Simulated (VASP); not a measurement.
# BP (F-43m) in VASP: notebook

Runs on BP. Level: PBE. Tasks: single point, relaxation of cell and atoms.

All numbers are computed with VASP 6.6.1; they aren't measurements. Logs are shortened: lines on timing, memory, paths and dates and some standing lists are left out, and cuts for length are marked.

### 1 The cell of the first run

Symmetry: F-43m, No. 216, cubic system. The conventional cell has a = 4.593 Å, b = 4.593 Å, c = 4.593 Å, α = 90.00°, β = 90.00°, γ = 90.00°. B (site symmetry -43m) has 4 P at 1.99 Å within 2.6 Å. Within 2.6 Å of P (site symmetry -43m) lie 4 B at 1.99 Å.

### 2 Single point, PBE

File INCAR:

```
PREC     = Accurate       # precision mode
ENCUT    = 500            # plane-wave cutoff, eV
EDIFF    = 1E-6           # SCF threshold, eV
ISMEAR   = 0              # smearing method
SIGMA    = 0.02           # smearing width, eV
LREAL    = F              # projectors in reciprocal space
LASPH    = T              # aspherical terms in the spheres
NELM     = 120            # most SCF steps
ALGO     = Normal         # electronic algorithm
ISIF     = 2              # what is computed and relaxed
LWAVE    = F              # write WAVECAR
LCHARG   = T              # write CHGCAR
GGA      = PE             # functional
LELF     = T              # ELF
LVHAR    = T            
NBANDS   = 11             # bands
GGA_COMPAT= F
```

File KPOINTS:

```
regular mesh
0
Gamma
  10 10 10
```

File POSCAR:

```
BP
1.0
    0.0000000000      2.2966698304      2.2966698304
    2.2966698304      0.0000000000      2.2966698304
    2.2966698304      2.2966698304      0.0000000000
B P
1 1
Direct
    0.0000000000      0.0000000000      0.0000000000
    0.2500000000      0.2500000000      0.2500000000
```

Potentials or basis: VASP PAW PBE potentials, release 64 (B, P).

Launch:

```console
> cat potpaw_PBE.64/B/POTCAR potpaw_PBE.64/P/POTCAR > POTCAR
> mpirun -np 1 vasp_std > vasp.out
```

OUTCAR:

```text
PREC = Accurate
   ENCUT = 500
   EDIFF = 1E-6
   ISMEAR = 0
   LREAL = F
   LASPH = T
   NELM = 120
   ISIF = 2
   GGA = PE

 ion  position               nearest neighbor table
   1  0.000  0.000  0.000-   2 1.99   2 1.99   2 1.99   2 1.99
   2  0.250  0.250  0.250-   1 1.99   1 1.99   1 1.99   1 1.99

  LATTYP: Found a face centered cubic cell.
 ALAT       =     4.5933396608

  Lattice vectors:

 A1 = (   0.0000000000,   2.2966698304,   2.2966698304)
 A2 = (   2.2966698304,   0.0000000000,   2.2966698304)
 A3 = (   2.2966698304,   2.2966698304,   0.0000000000)

Analysis of symmetry for initial positions (statically):
=====================================================================
 Subroutine PRICEL returns:
 Original cell was already a primitive cell.

 Routine SETGRP: Setting up the symmetry group for a
 face centered cubic supercell.

 Subroutine GETGRP returns: Found 24 space group operations
 (whereof 24 operations were pure point group operations)
 out of a pool of 48 trial point group operations.

The static configuration has the point symmetry T_d .

Analysis of symmetry for dynamics (positions and initial velocities):
=====================================================================
 Subroutine PRICEL returns:
 Original cell was already a primitive cell.

 Routine SETGRP: Setting up the symmetry group for a
 face centered cubic supercell.

 Subroutine GETGRP returns: Found 24 space group operations
 (whereof 24 operations were pure point group operations)
 out of a pool of 48 trial point group operations.

The dynamic configuration has the point symmetry T_d .

 Subroutine INISYM returns: Found 24 space group operations
 (whereof 24 operations are pure point group operations),
 and found     1 'primitive' translations

----------------------------------------------------------------------------------------

                                     Primitive cell

  volume of cell :      24.2285

  direct lattice vectors                    reciprocal lattice vectors
     0.000000000  2.296669830  2.296669830    -0.217706522  0.217706522  0.217706522
     2.296669830  0.000000000  2.296669830     0.217706522 -0.217706522  0.217706522
     2.296669830  2.296669830  0.000000000     0.217706522  0.217706522 -0.217706522

  length of vectors
     3.247981622  3.247981622  3.247981622     0.377078757  0.377078757  0.377078757

  position of ions in fractional coordinates (direct lattice)
     0.000000000  0.000000000  0.000000000
     0.250000000  0.250000000  0.250000000

  ion indices of the primitive-cell ions
   primitive index   ion index
                 1           1
                 2           2

----------------------------------------------------------------------------------------

 KPOINTS: regular mesh

Automatic generation of k-mesh.
 Grid dimensions read from file:
 generate k-points for:   10   10   10

 Generating k-lattice:

  Cartesian coordinates                     Fractional coordinates (reciprocal lattice)
    -0.021770652  0.021770652  0.021770652     0.100000000  0.000000000  0.000000000
     0.021770652 -0.021770652  0.021770652     0.000000000  0.100000000  0.000000000
     0.021770652  0.021770652 -0.021770652     0.000000000  0.000000000  0.100000000

  Length of vectors
     0.037707876  0.037707876  0.037707876

  Shift w.r.t. Gamma in fractional coordinates (k-lattice)
     0.000000000  0.000000000  0.000000000

 Subroutine IBZKPT returns following result:
 ===========================================

 Found     47 irreducible k-points:

 Following reciprocal coordinates:
            Coordinates               Weight
  0.000000  0.000000  0.000000      1.000000
  0.100000  0.000000  0.000000      8.000000
  0.200000  0.000000  0.000000      8.000000
  0.300000  0.000000  0.000000      8.000000
  0.400000  0.000000  0.000000      8.000000
  0.500000  0.000000  0.000000      4.000000
[... 16 lines left out ...]
  0.300000  0.300000  0.000000      6.000000
  0.400000  0.300000  0.000000     24.000000
 [... further k-points ...]
   k-points           NKPTS =     47   k-points in BZ     NKDIM =     47   number of bands    NBANDS=     11
   number of dos      NEDOS =    301   number of ions     NIONS =      2
   total plane-waves  NPLWV =  13824
   dimension x,y,z NGX =    24 NGY =   24 NGZ =   24
   dimension x,y,z NGXF=    48 NGYF=   48 NGZF=   48
   ions per type =               1   1
   NGX,Y,Z   is equivalent  to a cutoff of  12.28, 12.28, 12.28 a.u.
   NGXF,Y,Z  is equivalent  to a cutoff of  24.57, 24.57, 24.57 a.u.
 SYSTEM =  unknown system
   PREC   = accura    normal or accurate (medium, high low for compatibility)
   ISTART =      0    job   : 0-new  1-cont  2-samecut
   ICHARG =      2    charge: 1-file 2-atom 10-const
   ISPIN  =      1    spin polarized calculation?
   LNONCOLLINEAR =      F non collinear calculations
   LSORBIT =      F    spin-orbit coupling
   LASPH  =      T    aspherical Exc in radial PAW
   ENCUT  =  500.0 eV  36.75 Ry    6.06 a.u.   5.92  5.92  5.92*2*pi/ulx,y,z
   NELM   =    120;   NELMIN=  2; NELMDL= -5     # of ELM steps
   EDIFF  = 0.1E-05   stopping-criterion for ELM
   LREAL  =      F    real-space projection
   EDIFFG = 0.1E-04   stopping-criterion for IOM
   NSW    =      0    number of steps for IOM
   IBRION =     -1    ionic relax: 0-MD 1-quasi-New 2-CG
   NFREE  =      0    steps in history (QN), initial steepest desc. (CG)
   ISIF   =      2    stress and relaxation
   ISYM   =      2    0-nonsym 1-usesym 2-fastsym
   POTIM  = 0.5000    time-step for ionic-motion
   TEBEG  =    0.0;   TEEND  =   0.0 temperature during run
   PSTRESS=    0.0 pullay stress
   NELECT =       8.0000    total number of electrons
   NUPDOWN=      -1.0000    fix difference up-down
   EMIN   =  10.00;   EMAX   =-10.00  energy-range for DOS
   EFERMI =   0.00;   METHOD = LEGACY
   ISMEAR =     0;   SIGMA  =   0.02  broadening in eV -4-tet -1-fermi 0-gaus
   EFERMI_NEDOS =   21; number of points for ismear=-14 and -15
   IALGO  =     38    algorithm
   IMIX   =      4    mixing-type and parameters
     AMIX     =   0.40;   BMIX     =  1.00
     AMIX_MAG =   1.60;   BMIX_MAG =  1.00
  volume/ion in A,a.u.               =      12.11        81.75
  Fermi-wavevector in a.u.,A,eV,Ry     =   1.131522  2.138266 17.420105  1.280342
  Thomas-Fermi vector in A             =   2.268221
   LORBIT       =      0    0 simple, 1 ext, 2 COOP (PROOUT), +10 PAW based schemes
   GGA     = PE    functional components
   LHFCALC =     F    Hartree Fock is set to
   AEXX    =    0.0000 exact exchange contribution
   IVDW    =     0    specifies the selected vdW correction
   LEPSILON=     F    determine dielectric tensor
   LRPA    =     F    only Hartree local field effects (RPA)
 non-spin polarized calculation
 Gauss-broadening in eV      SIGMA  =   0.02
  energy-cutoff  :      500.00
  volume of cell :       24.23
 maximum number of plane-waves:       636
   NGX = 11   NGY = 11   NGZ = 11

 number of electron       7.9999999 magnetization

 Free energy of the ion-electron system (eV)
  ---------------------------------------------------
  ext. energy  EPLUGINS =         0.00000000
  ---------------------------------------------------
  free energy    TOTEN  =       -12.91978810 eV

  energy without entropy =      -12.91978810  energy(sigma->0) =      -12.91978810

 E-fermi :   7.2027     XC(G=0): -10.7513

 val. band max:        7.0078341142   @ k =   0.0000   0.0000   0.0000
 cond. band min:       8.2961059430   @ k =   0.4000   0.4000   0.0000
 fundamental gap:      1.2882718288
 Fermi energy:         7.2027464319

 k-point     1 :       0.0000    0.0000    0.0000
  band No.  band energies     occupation
      1      -8.1316      2.00000
      2       7.0078      2.00000
      3       7.0078      2.00000
      4       7.0078      2.00000
      5      10.3577      0.00000
      6      10.3577      0.00000
      7      10.3577      0.00000
      8      13.8350      0.00000
      9      18.2814      0.00000
     10      19.0349      0.00000
     11      19.0349      0.00000

 k-point     2 :       0.1000    0.0000    0.0000
  band No.  band energies     occupation
      1      -7.9568      2.00000
      2       5.7311      2.00000
      3       6.7227      2.00000
      4       6.7227      2.00000
      5      10.7525      0.00000
      6      10.7525      0.00000
      7      10.7567      0.00000
      8      14.3939      0.00000
      9      18.3739      0.00000
     10      18.3739      0.00000
     11      18.8313      0.00000

 k-point     3 :       0.2000    0.0000    0.0000
  band No.  band energies     occupation
      1      -7.4397      2.00000
      2       3.4430      2.00000
      3       6.1792      2.00000
      4       6.1792      2.00000
      5      10.8888      0.00000
      6      11.4577      0.00000
      7      11.4577      0.00000
      8      15.6680      0.00000
      9      17.7869      0.00000
     10      17.7869      0.00000
     11      19.6793      0.00000

 k-point     4 :       0.3000    0.0000    0.0000
  band No.  band energies     occupation
      1      -6.6114      2.00000
      2       1.1462      2.00000
      3       5.7017      2.00000
      4       5.7017      2.00000
      5      10.7576      0.00000
      6      11.8037      0.00000
      7      11.8037      0.00000
      8      16.7234      0.00000
      9      18.3247      0.00000
     10      18.3247      0.00000
     11      19.8919      0.00000
[... 239 lines left out ...]
 k-point    22 :      -0.2000    0.2000    0.0000
  band No.  band energies     occupation
      1      -6.3290      2.00000
      2       1.8445      2.00000
      3       2.9770      2.00000
      4       5.7953      2.00000
      5      11.3894      0.00000
      6      12.2302      0.00000
      7      13.2388      0.00000
      8      15.0957      0.00000
      9      16.4830      0.00000
     10      20.3592      0.00000
     11      22.3445      0.00000

 k-point    23 :       0.3000    0.3000    0.0000
  band No.  band energies     occupation
      1      -6.0829      2.00000
      2       2.2115      2.00000
      3       3.8930      2.00000
      4       3.8930      2.00000
      5       8.5604      0.00000
      6      10.9307      0.00000
      7      15.6479      0.00000
      8      15.6479      0.00000
      9      19.5998      0.00000
     10      21.2319      0.00000
     11      23.0988      0.00000

 k-point    24 :       0.4000    0.3000    0.0000
  band No.  band energies     occupation
      1      -5.2876      2.00000
      2       0.9265      2.00000
      3       3.0945      2.00000
      4       3.6062      2.00000
      5       8.8473      0.00000
      6      10.6395      0.00000
      7      16.2232      0.00000
      8      16.2676      0.00000
      9      20.5880      0.00000
     10      22.0665      0.00000
     11      23.5581      0.00000

 [... further k-points ...]
[... 5 lines left out ...]
  --------------------------------------------------------------------------------------
  -------------------------------------------------------------------------------------
  Total       -0.7119889     -0.7119889     -0.7119889     -0.0000000     -0.0000000     -0.0000000
  in kB      -47.0823483    -47.0823483    -47.0823483     -0.0000000     -0.0000000     -0.0000000
  external PRESSURE =     -47.0823483 kB  Pullay stress =       0.0000000 kB

 VOLUME and BASIS-vectors are now :
 -----------------------------------------------------------------------------
  energy-cutoff  :      500.00
  volume of cell :       24.23
      direct lattice vectors                 reciprocal lattice vectors
     0.000000000  2.296669830  2.296669830    -0.217706522  0.217706522  0.217706522
     2.296669830  0.000000000  2.296669830     0.217706522 -0.217706522  0.217706522
     2.296669830  2.296669830  0.000000000     0.217706522  0.217706522 -0.217706522

 POSITION                                       TOTAL-FORCE (eV/Angst)
 -----------------------------------------------------------------------------------
      0.00000      0.00000      0.00000         0.000000      0.000000      0.000000
      1.14833      1.14833      1.14833        -0.000000     -0.000000     -0.000000
 -----------------------------------------------------------------------------------
    total drift:                                0.000000      0.000000      0.000000

  FREE ENERGIE OF THE ION-ELECTRON SYSTEM (eV)
  ---------------------------------------------------
  free  energy   TOTEN  =       -12.9197880971 eV

  energy  without entropy=      -12.9197880971  energy(sigma->0) =      -12.91978810
```

It took 5.7 s on 1 thread of Intel Xeon 6975P-C (Granite Rapids), shared host; peak memory 0.13 GiB.

What came out:

* Free energy: -12.9198 eV
* Pressure: -4.7 GPa
* Band gap on the k mesh: 1.29 eV, indirect (least direct gap 3.35 eV)

### 3 Single point, PBE

This run uses another cell than the first one, of 11.76 Å³/atom, 0.971 times its volume.

File INCAR:

```
SYSTEM = BP
PREC = Accurate
ENCUT = 500
EDIFF = 1E-6
ISMEAR = 0
SIGMA = 0.01
LREAL = .FALSE.
LASPH = .TRUE.
NELM = 120
ALGO = Normal
ISIF = 2
LWAVE = .FALSE.
LCHARG = .FALSE.
GGA = PE
NBANDS = 11
GGA_COMPAT = .FALSE.
```

File KPOINTS:

```
Automatic mesh
0
G
  12 12 12
  0 0 0
```

File POSCAR:

```
BP
1.0
    0.0000000000      2.2741853686      2.2741853686
    2.2741853686      0.0000000000      2.2741853686
    2.2741853686      2.2741853686      0.0000000000
B P
1 1
Direct
    0.0000000000      0.0000000000      0.0000000000
    0.2500000000      0.2500000000      0.2500000000
```

Potentials or basis: VASP PAW PBE potentials, release 64 (B, P).

Launch:

```console
> cat potpaw_PBE.64/B/POTCAR potpaw_PBE.64/P/POTCAR > POTCAR
> mpirun -np 1 vasp_std > vasp.out
```

It took 5.3 s on 1 thread of Intel Xeon 6975P-C (Granite Rapids), shared host; peak memory 0.14 GiB.

The run converged. Its results:

| Property | Result |
| --- | --- |
| Free energy | -12.9308 eV |
| Pressure | -0.2 GPa |
| Band gap on the k mesh | 1.25 eV, indirect (least direct gap 3.39 eV) |

Levels at points of the mesh, in eV from the valence-band top:
| k point | band 2 | band 3 | band 4 | band 5 | band 6 | band 7 |
| --- | --- | --- | --- | --- | --- | --- |
| (0.00, 0.00, 0.00) | 0.00 | 0.00 | 0.00 | 3.39 | 3.39 | 3.39 |
| (0.50, 0.00, 0.00) | -8.98 | -1.75 | -1.75 | 3.74 | 4.71 | 4.71 |
| (0.50, 0.50, 0.00) | -8.55 | -4.09 | -4.09 | 1.35 | 1.67 | 12.06 |

A k mesh can miss the band edges. As with any semilocal functional, this PBE gap is likely too small.

(Part 1 of 2 ends here.)
